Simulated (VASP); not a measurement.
# Cu (I4/mmm) in VASP: a series of runs, part 2 of 2

VASP 6.6.1. The steps go on from the part before.

### Step 4. Single point, PBE+D4

This run uses another cell than the first one, of 11.45 Å³/atom, 0.995 times its volume.

Input file INCAR:

```
SYSTEM = Cu
PREC = Accurate
ENCUT = 520
EDIFF = 1E-7
ISMEAR = -1
SIGMA = 0.05
LREAL = .FALSE.
LASPH = .TRUE.
NELM = 100
ALGO = Fast
ISIF = 2
LWAVE = .FALSE.
LCHARG = .TRUE.
GGA = PE
IVDW = 13
LELF = .TRUE.
LVHAR = .TRUE.
NBANDS = 12
```

Input file KPOINTS:

```
Automatic mesh
0
G
  13 13 13
  0 0 0
```

Input file POSCAR:

```
Cu
1.0
   -1.4423195971      1.4423195971      1.3757643113
    1.4423195971     -1.4423195971      1.3757643113
    1.4423195971      1.4423195971     -1.3757643113
Cu
1
Direct
    0.0000000000      0.0000000000      0.0000000000
```

Potentials or basis: VASP PAW PBE potentials, release 64 (Cu).

Run with:

```console
> cat potpaw_PBE.64/Cu/POTCAR > POTCAR
> mpirun -np 1 vasp_std > vasp.out
```

OUTCAR:

```text
SYSTEM = Cu
   PREC = Accurate
   ENCUT = 520
   EDIFF = 1E-7
   ISMEAR = -1
   LREAL = .FALSE.
   LASPH = .TRUE.
   NELM = 100
   ISIF = 2
   GGA = PE
   IVDW = 13

 ion  position               nearest neighbor table
   1  0.000  0.000  0.000-

  LATTYP: Found a body centered tetragonal cell.
 ALAT       =     2.8846391942
 C/A-ratio  =     0.9538553827

  Lattice vectors:

 A1 = (  -1.4423195971,   1.4423195971,   1.3757643113)
 A2 = (   1.4423195971,  -1.4423195971,   1.3757643113)
 A3 = (   1.4423195971,   1.4423195971,  -1.3757643113)

Analysis of symmetry for initial positions (statically):
=====================================================================
 Subroutine PRICEL returns:
 Original cell was already a primitive cell.

 Routine SETGRP: Setting up the symmetry group for a
 body centered tetragonal supercell.

 Subroutine GETGRP returns: Found 16 space group operations
 (whereof 16 operations were pure point group operations)
 out of a pool of 16 trial point group operations.

The static configuration has the point symmetry D_4h.

Analysis of symmetry for dynamics (positions and initial velocities):
=====================================================================
 Subroutine PRICEL returns:
 Original cell was already a primitive cell.

 Routine SETGRP: Setting up the symmetry group for a
 body centered tetragonal supercell.

 Subroutine GETGRP returns: Found 16 space group operations
 (whereof 16 operations were pure point group operations)
 out of a pool of 16 trial point group operations.

The dynamic configuration has the point symmetry D_4h.

 Subroutine INISYM returns: Found 16 space group operations
 (whereof 16 operations are pure point group operations),
 and found     1 'primitive' translations

----------------------------------------------------------------------------------------

                                     Primitive cell

  volume of cell :      11.4479

  direct lattice vectors                    reciprocal lattice vectors
    -1.442319597  1.442319597  1.375764311     0.000000000  0.346663805  0.363434344
     1.442319597 -1.442319597  1.375764311     0.346663805  0.000000000  0.363434344
     1.442319597  1.442319597 -1.375764311     0.346663805  0.346663805  0.000000000

  length of vectors
     2.460345317  2.460345317  2.460345317     0.502255230  0.502255230  0.490256655

  position of ions in fractional coordinates (direct lattice)
     0.000000000  0.000000000  0.000000000

  ion indices of the primitive-cell ions
   primitive index   ion index
                 1           1

----------------------------------------------------------------------------------------

 KPOINTS: Automatic mesh

Automatic generation of k-mesh.
 Grid dimensions read from file:
 generate k-points for:   13   13   13

 Generating k-lattice:

  Cartesian coordinates                     Fractional coordinates (reciprocal lattice)
     0.000000000  0.026666447  0.027956488     0.076923077  0.000000000  0.000000000
     0.026666447  0.000000000  0.027956488     0.000000000  0.076923077  0.000000000
     0.026666447  0.026666447  0.000000000     0.000000000  0.000000000  0.076923077

  Length of vectors
     0.038635018  0.038635018  0.037712050

  Shift w.r.t. Gamma in fractional coordinates (k-lattice)
     0.000000000  0.000000000  0.000000000

 Subroutine IBZKPT returns following result:
 ===========================================

 Found    196 irreducible k-points:

 Following reciprocal coordinates:
            Coordinates               Weight
  0.000000  0.000000  0.000000      1.000000
  0.076923 -0.000000  0.000000      8.000000
  0.153846  0.000000  0.000000      8.000000
  0.230769  0.000000  0.000000      8.000000
  0.307692  0.000000  0.000000      8.000000
  0.384615  0.000000  0.000000      8.000000
[... 16 lines left out ...]
  0.384615  0.153846  0.000000     16.000000
  0.461538  0.153846 -0.000000     16.000000
 [... further k-points ...]
   k-points           NKPTS =    196   k-points in BZ     NKDIM =    196   number of bands    NBANDS=     12
   number of dos      NEDOS =    301   number of ions     NIONS =      1
   total plane-waves  NPLWV =   5832
   dimension x,y,z NGX =    18 NGY =   18 NGZ =   18
   dimension x,y,z NGXF=    36 NGYF=   36 NGZF=   36
   ions per type =               1
   NGX,Y,Z   is equivalent  to a cutoff of  12.16, 12.16, 12.16 a.u.
   NGXF,Y,Z  is equivalent  to a cutoff of  24.33, 24.33, 24.33 a.u.
 SYSTEM =  Cu
   PREC   = accura    normal or accurate (medium, high low for compatibility)
   ISTART =      0    job   : 0-new  1-cont  2-samecut
   ICHARG =      2    charge: 1-file 2-atom 10-const
   ISPIN  =      1    spin polarized calculation?
   LNONCOLLINEAR =      F non collinear calculations
   LSORBIT =      F    spin-orbit coupling
   LASPH  =      T    aspherical Exc in radial PAW
   ENCUT  =  520.0 eV  38.22 Ry    6.18 a.u.   4.57  4.57  4.57*2*pi/ulx,y,z
   NELM   =    100;   NELMIN=  2; NELMDL= -5     # of ELM steps
   EDIFF  = 0.1E-06   stopping-criterion for ELM
   LREAL  =      F    real-space projection
   EDIFFG = 0.1E-05   stopping-criterion for IOM
   NSW    =      0    number of steps for IOM
   IBRION =     -1    ionic relax: 0-MD 1-quasi-New 2-CG
   NFREE  =      0    steps in history (QN), initial steepest desc. (CG)
   ISIF   =      2    stress and relaxation
   ISYM   =      2    0-nonsym 1-usesym 2-fastsym
   POTIM  = 0.5000    time-step for ionic-motion
   TEBEG  =    0.0;   TEEND  =   0.0 temperature during run
   PSTRESS=    0.0 pullay stress
   NELECT =      11.0000    total number of electrons
   NUPDOWN=      -1.0000    fix difference up-down
   EMIN   =  10.00;   EMAX   =-10.00  energy-range for DOS
   EFERMI =   0.00;   METHOD = LEGACY
   ISMEAR =    -1;   SIGMA  =   0.05  broadening in eV -4-tet -1-fermi 0-gaus
   EFERMI_NEDOS =   21; number of points for ismear=-14 and -15
   IALGO  =     68    algorithm
   IMIX   =      4    mixing-type and parameters
     AMIX     =   0.40;   BMIX     =  1.00
     AMIX_MAG =   1.60;   BMIX_MAG =  1.00
  volume/ion in A,a.u.               =      11.45        77.25
  Fermi-wavevector in a.u.,A,eV,Ry     =   1.615462  3.052780 35.507356  2.609717
  Thomas-Fermi vector in A             =   2.710206
   LORBIT       =      0    0 simple, 1 ext, 2 COOP (PROOUT), +10 PAW based schemes
   GGA     = PE    functional components
   LHFCALC =     F    Hartree Fock is set to
   AEXX    =    0.0000 exact exchange contribution
   IVDW    =    13    specifies the selected vdW correction
   LEPSILON=     F    determine dielectric tensor
   LRPA    =     F    only Hartree local field effects (RPA)
 non-spin polarized calculation
 RMM-DIIS sequential band-by-band and
  energy-cutoff  :      520.00
  volume of cell :       11.45
 maximum number of plane-waves:       323
   NGX =  9   NGY =  9   NGZ =  9

 number of electron      10.9999999 magnetization

 Free energy of the ion-electron system (eV)
  ---------------------------------------------------
  ext. energy  EPLUGINS =         0.00000000
  ---------------------------------------------------
  free energy    TOTEN  =        -3.68350871 eV

  energy without entropy =       -3.68091017  energy(sigma->0) =       -3.68220944

 E-fermi :   7.9343     XC(G=0): -12.9082

 val. band max:        7.9145930482   @ k =  -0.0769  -0.4615   0.0769
 cond. band min:       7.9438224623   @ k =  -0.2308   0.4615   0.0769
 fundamental gap:      0.0292294141
 Fermi energy:         7.9343345285

 k-point     1 :       0.0000    0.0000    0.0000
  band No.  band energies     occupation
      1      -1.6068      2.00000
      2       4.6586      2.00000
      3       4.8534      2.00000
      4       4.8534      2.00000
      5       5.7256      2.00000
      6       5.9318      2.00000
      7      32.8607      0.00000
      8      32.8607      0.00000
      9      34.1033      0.00000
     10      36.9420      0.00000
     11      36.9460      0.00000
     12      36.9494      0.00000
[... 331 lines left out ...]
 k-point    24 :       0.4615    0.1538   -0.0000
  band No.  band energies     occupation
      1       3.1327      2.00000
      2       4.0365      2.00000
      3       5.1521      2.00000
      4       5.8089      2.00000
      5       6.1505      2.00000
      6       8.8741      0.00000
      7      13.5322      0.00000
      8      20.2278      0.00000
      9      25.3622      0.00000
     10      31.7547      0.00000
     11      37.5259      0.00000
     12      39.8998      0.00000

 [... further k-points ...]

------------------------ aborting loop because EDIFF is reached ----------------------------------------

  DFT-D4 for vdW energy calculation

  Edisp (eV):   -0.57654

  FORCE on cell =-STRESS in cart. coord.  units (eV):
  Direction    XX          YY          ZZ          XY          YZ          ZX
  --------------------------------------------------------------------------------------
  -------------------------------------------------------------------------------------
  Total       0.06788     0.06788     0.06162     0.00000     0.00000    -0.00000
  in kB       9.49998     9.49998     8.62359     0.00000     0.00000    -0.00000
  external pressure =        9.21 kB  Pullay stress =        0.00 kB

 VOLUME and BASIS-vectors are now :
 -----------------------------------------------------------------------------
  energy-cutoff  :      520.00
  volume of cell :       11.45
      direct lattice vectors                 reciprocal lattice vectors
    -1.442319597  1.442319597  1.375764311     0.000000000  0.346663805  0.363434344
     1.442319597 -1.442319597  1.375764311     0.346663805  0.000000000  0.363434344
     1.442319597  1.442319597 -1.375764311     0.346663805  0.346663805  0.000000000

 POSITION                                       TOTAL-FORCE (eV/Angst)
 -----------------------------------------------------------------------------------
      0.00000      0.00000      0.00000         0.000000     -0.000000      0.000000
 -----------------------------------------------------------------------------------
    total drift:                                0.000000      0.000000      0.000000

  FREE ENERGIE OF THE ION-ELECTRON SYSTEM (eV)
  ---------------------------------------------------
  free  energy   TOTEN  =        -4.2600467943 eV

  energy  without entropy=       -4.2574482608  energy(sigma->0) =       -4.25874753
```

OSZICAR:

```text
N       E                     dE             d eps       ncg     rms          rms(c)
DAV:   1     0.420024868605E+02    0.42002E+02   -0.54416E+03  5320   0.156E+03
DAV:   2    -0.324219858343E+01   -0.45245E+02   -0.41850E+02  4848   0.205E+02
DAV:   3    -0.457853848261E+01   -0.13363E+01   -0.13199E+01  5512   0.390E+01
DAV:   4    -0.458723717447E+01   -0.86987E-02   -0.86973E-02  5212   0.285E+00
DAV:   5    -0.458732055041E+01   -0.83376E-04   -0.83374E-04  5528   0.279E-01    0.761E+00
RMM:   6    -0.399561694901E+01    0.59170E+00   -0.29068E+00  5900   0.316E+01    0.408E+00
RMM:   7    -0.369955685433E+01    0.29606E+00   -0.39838E-01  5853   0.113E+01    0.105E+00
RMM:   8    -0.368530091408E+01    0.14256E-01   -0.13232E-02  6037   0.116E+00    0.351E-01
RMM:   9    -0.368340507202E+01    0.18958E-02   -0.41698E-03  6118   0.126E+00    0.263E-02
RMM:  10    -0.368350506487E+01   -0.99993E-04   -0.61658E-04  6335   0.287E-01    0.201E-02
RMM:  11    -0.368350767721E+01   -0.26123E-05   -0.90200E-05  6231   0.160E-01    0.218E-02
RMM:  12    -0.368350801305E+01   -0.33584E-06   -0.32181E-05  6764   0.670E-02    0.420E-03
RMM:  13    -0.368350861286E+01   -0.59981E-06   -0.54696E-06  6224   0.219E-02    0.207E-03
RMM:  14    -0.368350870549E+01   -0.92635E-07   -0.65339E-07  5227   0.865E-03
   1 F= -.42600468E+01 E0= -.42587475E+01  d E =-.259853E-02
```

Wall time 22 s (1 thread of Intel Xeon 6455B, shared host); peak memory 0.14 GiB.

What came out:

* Free energy: -4.2600 eV
* Pressure: 0.9 GPa
* Dispersion energy per atom: -0.577 eV

Caveat: pairwise dispersion overbinds metals, which lowers pressure and volume.

### Step 5. Single point, PBE

This run uses another cell than the first one, of 12.02 Å³/atom, 1.045 times its volume.

Input file INCAR:

```
SYSTEM = Cu
PREC = Accurate
ENCUT = 520
EDIFF = 1E-6
ISMEAR = -1
SIGMA = 0.05
LREAL = .FALSE.
LASPH = .TRUE.
NELM = 60
ALGO = Fast
ISIF = 2
LWAVE = .FALSE.
LCHARG = .FALSE.
GGA = PE
NBANDS = 12
```

Input file KPOINTS:

```
regular mesh
0
G
  13 13 13
  0 0 0
```

Input file POSCAR:

```
Cu
1.0
   -1.4735740177      1.4735740177      1.3842355155
    1.4735740177     -1.4735740177      1.3842355155
    1.4735740177      1.4735740177     -1.3842355155
Cu
1
Direct
    0.0000000000      0.0000000000      0.0000000000
```

Run with:

```console
> cat potpaw_PBE.64/Cu/POTCAR > POTCAR
> mpirun -np 1 vasp_std > vasp.out
```

Run time: 22 s. Hardware: 1 thread of Intel Xeon 6455B, shared host; peak memory 0.14 GiB.

It converged, with:

```yaml
Free_energy: -3.6986 eV
Pressure: 0.5 GPa
```

Levels at points of the mesh, in eV from the Fermi level:
```tsv
k point	band 3	band 4	band 5	band 6	band 7	band 8	band 9	band 10
(0.00, 0.00, 0.00)	-2.89	-2.89	-2.14	-1.89	24.23	24.23	25.94	27.93
```

### Step 6. Summary

```csv
level,cell,further INCAR settings,gap on the mesh (eV),pressure (GPa)
PBE+D3(BJ),"a = 2.464 Å, angles 108.2, 108.2, 112.0°, 1 atom",ALGO = Fast; EDIFF = 1e-06; NBANDS = 12,none,-1.3
PBE+D3(BJ),"a = 2.461 Å, angles 108.2, 108.2, 112.0°, 1 atom",ALGO = Fast; EDIFF = 1e-06; NBANDS = 12,none,-0.7
PBE+D4,"a = 2.460 Å, angles 108.2, 108.2, 112.0°, 1 atom",ALGO = Fast; EDIFF = 1e-07; NBANDS = 12,none,0.9
PBE,"a = 2.502 Å, angles 107.8, 107.8, 112.8°, 1 atom",ALGO = Fast; EDIFF = 1e-06; NBANDS = 12,none,0.5
```

Alike in all rows: task single point; potentials or basis VASP PAW PBE potentials, release 64 (Cu); no spin polarisation; k mesh 13 × 13 × 13; cutoff (eV) 520; smearing fermi-dirac 0.05 eV.

Caveats: pairwise dispersion overbinds metals, which lowers pressure and volume (some runs); three body term missing (some runs).

Absolute energies hang on the potentials; compare differences alone.
